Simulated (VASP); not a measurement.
# GaAs (F-43m) in VASP: notebook

The runs below take GaAs through single point, with PBE.

All numbers are computed with VASP 6.6.1; they aren't measurements. Logs are shortened: lines on timing, memory, paths and dates and some standing lists are left out, and cuts for length are marked.

## (1) The cell of the first run

It takes space group F-43m (No. 216, cubic). The conventional cell has a = 5.538 Å, b = 5.538 Å, c = 5.538 Å, α = 90.00°, β = 90.00°, γ = 90.00°. As (site symmetry -43m) has 4 Ga at 2.40 Å within 3.2 Å. Ga (site symmetry -43m) has 4 As at 2.40 Å within 3.2 Å.

## (2) Single point, PBE

The input, INCAR:

```
SYSTEM = GaAs
PREC = Accurate
ENCUT = 520
EDIFF = 1E-6
ISMEAR = -1
SIGMA = 0.02
LREAL = .FALSE.
LASPH = .TRUE.
NELM = 100
ALGO = Normal
ISIF = 2
LWAVE = .FALSE.
LCHARG = .FALSE.
GGA = PE
NBANDS = 16
```

The input, KPOINTS:

```
regular mesh
0
G
  12 12 12
  0 0 0
```

The input, POSCAR:

```
GaAs
1.0
    0.0000000000      2.7691429914      2.7691429914
    2.7691429914      0.0000000000      2.7691429914
    2.7691429914      2.7691429914      0.0000000000
As Ga
1 1
Direct
    0.7500000000      0.7500000000      0.7500000000
    0.0000000000      0.0000000000      0.0000000000
```

Potentials or basis: VASP PAW PBE potentials, release 64 (As, Ga_d).

The run is started by

```console
cat potpaw_PBE.64/As/POTCAR potpaw_PBE.64/Ga_d/POTCAR > POTCAR
mpirun -np 1 vasp_std > vasp.out
```

OUTCAR:

```text
SYSTEM = GaAs
   PREC = Accurate
   ENCUT = 520
   EDIFF = 1E-6
   ISMEAR = -1
   LREAL = .FALSE.
   LASPH = .TRUE.
   NELM = 100
   ISIF = 2
   GGA = PE

 ion  position               nearest neighbor table
   1  0.750  0.750  0.750-   2 2.40   2 2.40   2 2.40   2 2.40
   2  0.000  0.000  0.000-   1 2.40   1 2.40   1 2.40   1 2.40

  LATTYP: Found a face centered cubic cell.
 ALAT       =     5.5382859828

  Lattice vectors:

 A1 = (   0.0000000000,   2.7691429914,   2.7691429914)
 A2 = (   2.7691429914,   0.0000000000,   2.7691429914)
 A3 = (   2.7691429914,   2.7691429914,   0.0000000000)

Analysis of symmetry for initial positions (statically):
=====================================================================
 Subroutine PRICEL returns:
 Original cell was already a primitive cell.

 Routine SETGRP: Setting up the symmetry group for a
 face centered cubic supercell.

 Subroutine GETGRP returns: Found 24 space group operations
 (whereof 24 operations were pure point group operations)
 out of a pool of 48 trial point group operations.

The static configuration has the point symmetry T_d .

Analysis of symmetry for dynamics (positions and initial velocities):
=====================================================================
 Subroutine PRICEL returns:
 Original cell was already a primitive cell.

 Routine SETGRP: Setting up the symmetry group for a
 face centered cubic supercell.

 Subroutine GETGRP returns: Found 24 space group operations
 (whereof 24 operations were pure point group operations)
 out of a pool of 48 trial point group operations.

The dynamic configuration has the point symmetry T_d .

 Subroutine INISYM returns: Found 24 space group operations
 (whereof 24 operations are pure point group operations),
 and found     1 'primitive' translations

----------------------------------------------------------------------------------------

                                     Primitive cell

  volume of cell :      42.4684

  direct lattice vectors                    reciprocal lattice vectors
     0.000000000  2.769142991  2.769142991    -0.180561279  0.180561279  0.180561279
     2.769142991  0.000000000  2.769142991     0.180561279 -0.180561279  0.180561279
     2.769142991  2.769142991  0.000000000     0.180561279  0.180561279 -0.180561279

  length of vectors
[... 80 lines left out ...]
   ENCUT  =  520.0 eV  38.22 Ry    6.18 a.u.   7.28  7.28  7.28*2*pi/ulx,y,z
   NELM   =    100;   NELMIN=  2; NELMDL= -5     # of ELM steps
   EDIFF  = 0.1E-05   stopping-criterion for ELM
   LREAL  =      F    real-space projection
   EDIFFG = 0.1E-04   stopping-criterion for IOM
   NSW    =      0    number of steps for IOM
   IBRION =     -1    ionic relax: 0-MD 1-quasi-New 2-CG
   NFREE  =      0    steps in history (QN), initial steepest desc. (CG)
   ISIF   =      2    stress and relaxation
   ISYM   =      2    0-nonsym 1-usesym 2-fastsym
   POTIM  = 0.5000    time-step for ionic-motion
   TEBEG  =    0.0;   TEEND  =   0.0 temperature during run
   PSTRESS=    0.0 pullay stress
   NELECT =      18.0000    total number of electrons
   NUPDOWN=      -1.0000    fix difference up-down
   EMIN   =  10.00;   EMAX   =-10.00  energy-range for DOS
   EFERMI =   0.00;   METHOD = LEGACY
   ISMEAR =    -1;   SIGMA  =   0.02  broadening in eV -4-tet -1-fermi 0-gaus
   EFERMI_NEDOS =   21; number of points for ismear=-14 and -15
   IALGO  =     38    algorithm
   IMIX   =      4    mixing-type and parameters
     AMIX     =   0.40;   BMIX     =  1.00
     AMIX_MAG =   1.60;   BMIX_MAG =  1.00
  volume/ion in A,a.u.               =      21.23       143.30
  Fermi-wavevector in a.u.,A,eV,Ry     =   1.229731  2.323856 20.575267  1.512239
  Thomas-Fermi vector in A             =   2.364607
   LORBIT       =      0    0 simple, 1 ext, 2 COOP (PROOUT), +10 PAW based schemes
   GGA     = PE    functional components
   LHFCALC =     F    Hartree Fock is set to
   AEXX    =    0.0000 exact exchange contribution
   IVDW    =     0    specifies the selected vdW correction
   LEPSILON=     F    determine dielectric tensor
   LRPA    =     F    only Hartree local field effects (RPA)
 non-spin polarized calculation
  energy-cutoff  :      520.00
  volume of cell :       42.47
 maximum number of plane-waves:      1163
 NGX is ok and might be reduce to    30
   NGX = 15   NGY = 15   NGZ = 15

 number of electron      18.0000010 magnetization

 Free energy of the ion-electron system (eV)
  ---------------------------------------------------
  ext. energy  EPLUGINS =         0.00000000
  ---------------------------------------------------
  free energy    TOTEN  =        -8.14930413 eV

  energy without entropy =       -8.14930413  energy(sigma->0) =       -8.14930413

 E-fermi :   4.9136     XC(G=0):  -9.8700

 val. band max:        4.5331508265   @ k =   0.0000   0.0000   0.0000
 cond. band min:       5.5308395434   @ k =   0.0000   0.0000   0.0000
 fundamental gap:      0.9976887169
 Fermi energy:         4.9136068357

 k-point     1 :       0.0000    0.0000    0.0000
  band No.  band energies     occupation
      1     -10.3981      2.00000
      2     -10.3981      2.00000
      3     -10.3981      2.00000
      4     -10.3024      2.00000
      5     -10.3024      2.00000
      6      -8.6565      2.00000
[... 433 lines left out ...]
      3     -10.3654      2.00000
      4     -10.3036      2.00000
      5     -10.2991      2.00000
      6      -6.4849      2.00000
[... 8 lines left out ...]
     15      15.1107      0.00000
     16      15.9166      0.00000

 [... further k-points ...]

------------------------ aborting loop because EDIFF is reached ----------------------------------------

  FORCE on cell =-STRESS in cart. coord.  units (eV):
  Direction    XX          YY          ZZ          XY          YZ          ZX
  --------------------------------------------------------------------------------------
  -------------------------------------------------------------------------------------
  Total        2.3611647      2.3611647      2.3611647     -0.0000000     -0.0000000     -0.0000000
  in kB       89.0780530     89.0780530     89.0780530     -0.0000000     -0.0000000     -0.0000000
  external PRESSURE =      89.0780530 kB  Pullay stress =       0.0000000 kB

 VOLUME and BASIS-vectors are now :
 -----------------------------------------------------------------------------
  energy-cutoff  :      520.00
  volume of cell :       42.47
      direct lattice vectors                 reciprocal lattice vectors
     0.000000000  2.769142991  2.769142991    -0.180561279  0.180561279  0.180561279
     2.769142991  0.000000000  2.769142991     0.180561279 -0.180561279  0.180561279
     2.769142991  2.769142991  0.000000000     0.180561279  0.180561279 -0.180561279

 POSITION                                       TOTAL-FORCE (eV/Angst)
 -----------------------------------------------------------------------------------
      4.15371      4.15371      4.15371         0.000000      0.000000      0.000000
      0.00000      0.00000      0.00000        -0.000000     -0.000000     -0.000000
 -----------------------------------------------------------------------------------
    total drift:                               -0.000001     -0.000001     -0.000001

  FREE ENERGIE OF THE ION-ELECTRON SYSTEM (eV)
  ---------------------------------------------------
  free  energy   TOTEN  =        -8.1493041316 eV

  energy  without entropy=       -8.1493041316  energy(sigma->0) =       -8.14930413
```

Run time: 72 s. Hardware: 1 thread of Intel Xeon 8259CL, shared host; peak memory 0.2 GiB.

Results:

* Free energy: -8.1493 eV
* Pressure: 8.9 GPa
* Band gap on the k mesh: 1.00 eV

Caveat: the cell stands under pressure. A k mesh can miss the band edges.

## (3) Single point, PBE

This run uses another cell than the first one, of 21.91 Å³/atom.

The input, INCAR:

```
PREC = Accurate ; ENCUT = 520
EDIFF = 1E-6 ; ISMEAR = -1
SIGMA = 0.02 ; LREAL = F
LASPH = T ; NELM = 100
ALGO = Normal ; ISIF = 2
LWAVE = F ; LCHARG = F
GGA = PE ; NBANDS = 16
```

The input, KPOINTS:

```
regular mesh
0
Gamma
  12 12 12
```

The input, POSCAR:

```
GaAs
1.0
    0.0000000000      2.7982940072      2.7982940072
    2.7982940072      0.0000000000      2.7982940072
    2.7982940072      2.7982940072      0.0000000000
As Ga
1 1
Direct
    0.7500000000      0.7500000000      0.7500000000
    0.0000000000      0.0000000000      0.0000000000
```

Potentials or basis: VASP PAW PBE potentials, release 64 (As, Ga_d).

The run is started by

```console
cat potpaw_PBE.64/As/POTCAR potpaw_PBE.64/Ga_d/POTCAR > POTCAR
mpirun -np 1 vasp_std > vasp.out
```

Wall time 84 s (1 thread of Intel Xeon 8259CL, shared host); peak memory 0.2 GiB.

The run converged. Its results:

| Quantity | Value |
| --- | --- |
| Free energy | -8.2120 eV |
| Pressure | 6.0 GPa |
| Band gap on the k mesh | 0.75 eV |

Levels at points of the mesh, in eV from the valence-band top:
```csv
k point,band 6,band 7,band 8,band 9,band 10,band 11,band 12,band 13
"(0.00, 0.00, 0.00)",-12.95,0.00,0.00,0.00,0.75,3.74,3.74,3.74
"(0.50, 0.00, 0.00)",-11.09,-6.81,-1.19,-1.19,1.09,4.64,4.64,7.78
"(0.50, 0.50, 0.00)",-10.31,-6.96,-2.79,-2.79,1.40,1.64,10.41,10.41
```

Caveat: the cell stands under pressure.

## (4) Single point, PBE

This run uses another cell than the first one, of 22.59 Å³/atom.

The input, INCAR:

```
PREC     = Accurate       # precision mode
ENCUT    = 520            # plane-wave cutoff, eV
EDIFF    = 1E-6           # SCF threshold, eV
ISMEAR   = -1             # smearing method
SIGMA    = 0.02           # smearing width, eV
LREAL    = F              # projectors in reciprocal space
LASPH    = T              # aspherical terms in the spheres
NELM     = 100            # most SCF steps
ALGO     = Normal         # electronic algorithm
ISIF     = 2              # what is computed and relaxed
LWAVE    = F              # write WAVECAR
LCHARG   = F              # write CHGCAR
GGA      = PE             # functional
NBANDS   = 16             # bands
```

The input, KPOINTS:

```
Automatic mesh
0
Gamma
  12 12 12
```

The input, POSCAR:

```
GaAs
1.0
    0.0000000000      2.8268500000      2.8268500000
    2.8268500000      0.0000000000      2.8268500000
    2.8268500000      2.8268500000      0.0000000000
As Ga
1 1
Direct
    0.7500000000      0.7500000000      0.7500000000
    0.0000000000      0.0000000000      0.0000000000
```

The run is started by

```console
cat potpaw_PBE.64/As/POTCAR potpaw_PBE.64/Ga_d/POTCAR > POTCAR
mpirun -np 1 vasp_std > vasp.out
```

Run time: 90 s. Hardware: 1 thread of Intel Xeon 8259CL, shared host; peak memory 0.2 GiB.

The run converged. Its results:

```
Free energy            : -8.2518 eV
Pressure               : 3.5 GPa
Band gap on the k mesh : 0.52 eV
```

Levels at points of the mesh, in eV from the valence-band top:
| k point | band 5 | band 6 | band 7 | band 8 | band 9 | band 10 | band 11 | band 12 | band 13 | band 14 |
| --- | --- | --- | --- | --- | --- | --- | --- | --- | --- | --- |
| (0.00, 0.00, 0.00) | -14.73 | -12.73 | 0.00 | 0.00 | 0.00 | 0.52 | 3.73 | 3.73 | 3.73 | 7.59 |
| (0.50, 0.00, 0.00) | -14.72 | -10.96 | -6.64 | -1.14 | -1.14 | 1.00 | 4.64 | 4.64 | 7.75 | 10.40 |
| (0.50, 0.50, 0.00) | -14.71 | -10.22 | -6.82 | -2.68 | -2.68 | 1.46 | 1.65 | 10.17 | 10.17 | 10.98 |

Caveat: the cell stands under pressure. PBE gaps usually lie below the measured ones, often by a third to a half.

[end of part 1 of 2]
